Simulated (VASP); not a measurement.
# InPd (Pm-3m) in VASP: notebook

Aim: see how the results for InPd move with the level of theory and the settings. Levels: r2SCAN, PBE-based screened hybrid with 25 % exact exchange. Tasks: single point.

Everything below comes from runs of VASP 6.6.1. Logs are shortened: lines on timing, memory, paths and dates and some standing lists are left out, and cuts for length are marked.

### Step 1. The cell of the first run

The structure is cubic, space group Pm-3m (No. 221). The conventional cell has a = 3.336 Å, b = 3.336 Å, c = 3.336 Å, α = 90.00°, β = 90.00°, γ = 90.00°. In (site symmetry m-3m) has 8 Pd at 2.89 Å and 6 In at 3.34 Å within 3.8 Å. Within 3.8 Å of Pd (site symmetry m-3m) lie 8 In at 2.89 Å and 6 Pd at 3.34 Å.

### Step 2. Single point, r2SCAN

POSCAR reads:

```
InPd
1.0
    3.3360556752      0.0000000000      0.0000000000
    0.0000000000      3.3360556752      0.0000000000
    0.0000000000      0.0000000000      3.3360556752
In Pd
1 1
Direct
    0.0000000000      0.0000000000      0.0000000000
    0.5000000000      0.5000000000      0.5000000000
```

INCAR.step1 reads:

```
PREC = Accurate
ENCUT = 690
ISMEAR = -1
SIGMA = 0.05
LREAL = False
LASPH = True
NELM = 120
NBANDS = 22
GGA = PE
ALGO = Normal
EDIFF = 1E-5
LWAVE = True
LCHARG = False
GGA_COMPAT = False
```

INCAR.step2 reads:

```
PREC = Accurate
ENCUT = 690
EDIFF = 1E-6
ISMEAR = -1
SIGMA = 0.05
LREAL = False
LASPH = True
NELM = 120
ALGO = Normal
ISIF = 2
LWAVE = False
LCHARG = True
METAGGA = R2SCAN
LMIXTAU = True
LELF = True
LVHAR = True
NBANDS = 22
ISTART = 1
GGA_COMPAT = False
```

KPOINTS reads:

```
Automatic mesh
0
Gamma
  8 8 8
```

Potentials or basis: VASP PAW PBE potentials, release 64 (In_d, Pd_sv_GW).

Command:

```sh
> cat potpaw_PBE.64/In_d/POTCAR potpaw_PBE.64/Pd_sv_GW/POTCAR > POTCAR
> cp INCAR.step1 INCAR
> mpirun -np 1 vasp_std > vasp.out
> cp INCAR.step2 INCAR
> mpirun -np 1 vasp_std > vasp.out
```

OUTCAR:

```text
PREC = Accurate
   ENCUT = 690
   EDIFF = 1E-6
   ISMEAR = -1
   LREAL = False
   LASPH = True
   NELM = 120
   ISIF = 2
   METAGGA = R2SCAN
   ISTART = 1

 ion  position               nearest neighbor table
   1  0.000  0.000  0.000-   2 2.89   2 2.89   2 2.89   2 2.89   2 2.89   2 2.89   2 2.89   2 2.89

   2  0.500  0.500  0.500-   1 2.89   1 2.89   1 2.89   1 2.89   1 2.89   1 2.89   1 2.89   1 2.89

  LATTYP: Found a simple cubic cell.
 ALAT       =     3.3360556752

  Lattice vectors:

 A1 = (   3.3360556752,   0.0000000000,   0.0000000000)
 A2 = (   0.0000000000,   3.3360556752,   0.0000000000)
 A3 = (   0.0000000000,   0.0000000000,   3.3360556752)

Analysis of symmetry for initial positions (statically):
=====================================================================
 Subroutine PRICEL returns:
 Original cell was already a primitive cell.

 Routine SETGRP: Setting up the symmetry group for a
 simple cubic supercell.

 Subroutine GETGRP returns: Found 48 space group operations
 (whereof 48 operations were pure point group operations)
 out of a pool of 48 trial point group operations.

The static configuration has the point symmetry O_h .

Analysis of symmetry for dynamics (positions and initial velocities):
=====================================================================
 Subroutine PRICEL returns:
 Original cell was already a primitive cell.

 Routine SETGRP: Setting up the symmetry group for a
 simple cubic supercell.

 Subroutine GETGRP returns: Found 48 space group operations
 (whereof 48 operations were pure point group operations)
 out of a pool of 48 trial point group operations.

The dynamic configuration has the point symmetry O_h .

 Subroutine INISYM returns: Found 48 space group operations
 (whereof 48 operations are pure point group operations),
 and found     1 'primitive' translations

----------------------------------------------------------------------------------------

                                     Primitive cell

  volume of cell :      37.1279

  direct lattice vectors                    reciprocal lattice vectors
     3.336055675  0.000000000  0.000000000     0.299755189  0.000000000  0.000000000
     0.000000000  3.336055675  0.000000000     0.000000000  0.299755189  0.000000000
     0.000000000  0.000000000  3.336055675     0.000000000  0.000000000  0.299755189

  length of vectors
     3.336055675  3.336055675  3.336055675     0.299755189  0.299755189  0.299755189

  position of ions in fractional coordinates (direct lattice)
     0.000000000  0.000000000  0.000000000
     0.500000000  0.500000000  0.500000000

  ion indices of the primitive-cell ions
   primitive index   ion index
                 1           1
                 2           2

----------------------------------------------------------------------------------------

 KPOINTS: Automatic mesh

Automatic generation of k-mesh.
 Grid dimensions read from file:
 generate k-points for:    8    8    8

 Generating k-lattice:

  Cartesian coordinates                     Fractional coordinates (reciprocal lattice)
     0.037469399  0.000000000  0.000000000     0.125000000  0.000000000  0.000000000
     0.000000000  0.037469399  0.000000000     0.000000000  0.125000000  0.000000000
     0.000000000  0.000000000  0.037469399     0.000000000  0.000000000  0.125000000

  Length of vectors
     0.037469399  0.037469399  0.037469399

  Shift w.r.t. Gamma in fractional coordinates (k-lattice)
     0.000000000  0.000000000  0.000000000

 Subroutine IBZKPT returns following result:
 ===========================================

 Found     35 irreducible k-points:

 Following reciprocal coordinates:
            Coordinates               Weight
  0.000000  0.000000  0.000000      1.000000
  0.125000  0.000000  0.000000      6.000000
  0.250000  0.000000  0.000000      6.000000
  0.375000  0.000000  0.000000      6.000000
  0.500000  0.000000  0.000000      3.000000
  0.125000  0.125000  0.000000     12.000000
[... 16 lines left out ...]
  0.375000  0.375000  0.125000     24.000000
  0.500000  0.375000  0.125000     24.000000
 [... further k-points ...]
   k-points           NKPTS =     35   k-points in BZ     NKDIM =     35   number of bands    NBANDS=     22
   number of dos      NEDOS =    301   number of ions     NIONS =      2
   total plane-waves  NPLWV =  27000
   dimension x,y,z NGX =    30 NGY =   30 NGZ =   30
   dimension x,y,z NGXF=    60 NGYF=   60 NGZF=   60
   ions per type =               1   1
   NGX,Y,Z   is equivalent  to a cutoff of  14.95, 14.95, 14.95 a.u.
   NGXF,Y,Z  is equivalent  to a cutoff of  29.90, 29.90, 29.90 a.u.
 SYSTEM =  unknown system
   PREC   = accura    normal or accurate (medium, high low for compatibility)
   ISTART =      1    job   : 0-new  1-cont  2-samecut
   ICHARG =      0    charge: 1-file 2-atom 10-const
   ISPIN  =      1    spin polarized calculation?
   LNONCOLLINEAR =      F non collinear calculations
   LSORBIT =      F    spin-orbit coupling
   LASPH  =      T    aspherical Exc in radial PAW
   ENCUT  =  690.0 eV  50.71 Ry    7.12 a.u.   7.15  7.15  7.15*2*pi/ulx,y,z
   NELM   =    120;   NELMIN=  2; NELMDL=  0     # of ELM steps
   EDIFF  = 0.1E-05   stopping-criterion for ELM
   LREAL  =      F    real-space projection
   EDIFFG = 0.1E-04   stopping-criterion for IOM
   NSW    =      0    number of steps for IOM
   IBRION =     -1    ionic relax: 0-MD 1-quasi-New 2-CG
   NFREE  =      0    steps in history (QN), initial steepest desc. (CG)
   ISIF   =      2    stress and relaxation
   ISYM   =      2    0-nonsym 1-usesym 2-fastsym
   POTIM  = 0.5000    time-step for ionic-motion
   TEBEG  =    0.0;   TEEND  =   0.0 temperature during run
   PSTRESS=    0.0 pullay stress
   NELECT =      31.0000    total number of electrons
   NUPDOWN=      -1.0000    fix difference up-down
   EMIN   =  10.00;   EMAX   =-10.00  energy-range for DOS
   EFERMI =   0.00;   METHOD = LEGACY
   ISMEAR =    -1;   SIGMA  =   0.05  broadening in eV -4-tet -1-fermi 0-gaus
   EFERMI_NEDOS =   21; number of points for ismear=-14 and -15
   IALGO  =     38    algorithm
   IMIX   =      4    mixing-type and parameters
     AMIX     =   0.40;   BMIX     =  1.00
     AMIX_MAG =   1.60;   BMIX_MAG =  1.00
  volume/ion in A,a.u.               =      18.56       125.28
  Fermi-wavevector in a.u.,A,eV,Ry     =   1.541566  2.913137 32.333232  2.376426
  Thomas-Fermi vector in A             =   2.647494
   LORBIT       =      0    0 simple, 1 ext, 2 COOP (PROOUT), +10 PAW based schemes
   METAGGA = R2SCAN    functional components
   LHFCALC =     F    Hartree Fock is set to
   AEXX    =    0.0000 exact exchange contribution
   IVDW    =     0    specifies the selected vdW correction
   LEPSILON=     F    determine dielectric tensor
   LRPA    =     F    only Hartree local field effects (RPA)
 non-spin polarized calculation
  energy-cutoff  :      690.00
  volume of cell :       37.13
 maximum number of plane-waves:      1568
 NGX is ok and might be reduce to    30
   NGX = 15   NGY = 15   NGZ = 15

 number of electron      31.0000000 magnetization

 Free energy of the ion-electron system (eV)
  ---------------------------------------------------
  ext. energy  EPLUGINS =         0.00000000
  ---------------------------------------------------
  free energy    TOTEN  =       -45.13274606 eV

  energy without entropy =      -45.12293726  energy(sigma->0) =      -45.12784166

 E-fermi :   8.9141     XC(G=0): -12.9908

 val. band max:        8.9128662096   @ k =   0.3750   0.3750   0.1250
 cond. band min:       8.9704836622   @ k =   0.5000   0.5000   0.5000
 fundamental gap:      0.0576174526
 Fermi energy:         8.9141214792

 k-point     1 :       0.0000    0.0000    0.0000
  band No.  band energies     occupation
      1     -77.7687      2.00000
      2     -42.6861      2.00000
      3     -42.6861      2.00000
      4     -42.6861      2.00000
      5      -6.4324      2.00000
      6      -6.4324      2.00000
[... 14 lines left out ...]
     21      19.4982      0.00000
     22      25.5683      0.00000

 k-point     2 :       0.1250    0.0000    0.0000
  band No.  band energies     occupation
      1     -77.7685      2.00000
      2     -42.6900      2.00000
      3     -42.6859      2.00000
      4     -42.6859      2.00000
      5      -6.4256      2.00000
      6      -6.3864      2.00000
[... 14 lines left out ...]
     21      21.0820      0.00000
     22      24.9553      0.00000

 k-point     3 :       0.2500    0.0000    0.0000
  band No.  band energies     occupation
      1     -77.7681      2.00000
      2     -42.6995      2.00000
      3     -42.6852      2.00000
      4     -42.6852      2.00000
      5      -6.4090      2.00000
      6      -6.2758      2.00000
[... 14 lines left out ...]
     21      23.9673      0.00000
     22      24.1298      0.00000

 k-point     4 :       0.3750    0.0000    0.0000
  band No.  band energies     occupation
      1     -77.7676      2.00000
      2     -42.7089      2.00000
      3     -42.6845      2.00000
      4     -42.6845      2.00000
      5      -6.3924      2.00000
      6      -6.1658      2.00000
[... 14 lines left out ...]
     21      21.7402      0.00000
     22      21.7402      0.00000

 k-point     5 :       0.5000    0.0000    0.0000
  band No.  band energies     occupation
      1     -77.7674      2.00000
      2     -42.7128      2.00000
      3     -42.6842      2.00000
      4     -42.6842      2.00000
      5      -6.3854      2.00000
      6      -6.1705      2.00000
[... 417 lines left out ...]
 k-point    22 :       0.5000    0.2500    0.1250
  band No.  band energies     occupation
      1     -77.7667      2.00000
      2     -42.7110      2.00000
      3     -42.6968      2.00000
      4     -42.6869      2.00000
      5      -6.2788      2.00000
      6      -6.2561      2.00000
[... 14 lines left out ...]
     21      21.6116      0.00000
     22      23.6322      0.00000

 k-point    23 :       0.3750    0.3750    0.1250
  band No.  band energies     occupation
      1     -77.7665      2.00000
      2     -42.7064      2.00000
      3     -42.7062      2.00000
      4     -42.6864      2.00000
      5      -6.3196      2.00000
      6      -6.2277      2.00000
[... 14 lines left out ...]
     21      20.2119      0.00000
     22      22.4101      0.00000

 k-point    24 :       0.5000    0.3750    0.1250
  band No.  band energies     occupation
      1     -77.7663      2.00000
      2     -42.7101      2.00000
      3     -42.7059      2.00000
      4     -42.6861      2.00000
      5      -6.3454      2.00000
      6      -6.2188      2.00000
[... 14 lines left out ...]
     21      20.3735      0.00000
     22      22.3566      0.00000

 [... further k-points ...]

------------------------ aborting loop because EDIFF is reached ----------------------------------------

  FORCE on cell =-STRESS in cart. coord.  units (eV):
  Direction    XX          YY          ZZ          XY          YZ          ZX
  --------------------------------------------------------------------------------------
  -------------------------------------------------------------------------------------
  Total       -1.5540325     -1.5540325     -1.5540325      0.0000000     -0.0000000      0.0000000
  in kB      -67.0611199    -67.0611199    -67.0611199      0.0000000     -0.0000000      0.0000000
  external PRESSURE =     -67.0611199 kB  Pullay stress =       0.0000000 kB

 VOLUME and BASIS-vectors are now :
 -----------------------------------------------------------------------------
  energy-cutoff  :      690.00
  volume of cell :       37.13
      direct lattice vectors                 reciprocal lattice vectors
     3.336055675  0.000000000  0.000000000     0.299755189  0.000000000  0.000000000
     0.000000000  3.336055675  0.000000000     0.000000000  0.299755189  0.000000000
     0.000000000  0.000000000  3.336055675     0.000000000  0.000000000  0.299755189

 POSITION                                       TOTAL-FORCE (eV/Angst)
 -----------------------------------------------------------------------------------
      0.00000      0.00000      0.00000         0.000000      0.000000      0.000000
      1.66803      1.66803      1.66803         0.000000      0.000000      0.000000
 -----------------------------------------------------------------------------------
    total drift:                                0.000000      0.000000      0.000000

  FREE ENERGIE OF THE ION-ELECTRON SYSTEM (eV)
  ---------------------------------------------------
  free  energy   TOTEN  =       -45.1327460620 eV

  energy  without entropy=      -45.1229372584  energy(sigma->0) =      -45.12784166
```

Wall time 1.7 min (1 thread of AMD EPYC 9R45 (Zen 5), shared host); peak memory 0.19 GiB.

What came out:

- Free energy: -45.1327 eV
- Pressure: -6.7 GPa
- Band gap on the k mesh: zero (an odd number of electrons rules out a gap without spin polarisation)

Caveat: the cell stands under tension; the PAW data sets were made with another functional, which shifts forces and pressure a little; spin-orbit coupling is left out, which moves the levels of the heavy elements.

[end of part 1 of 2]

The gap in the log of VASP goes by the Fermi energy; the results here count the filled bands.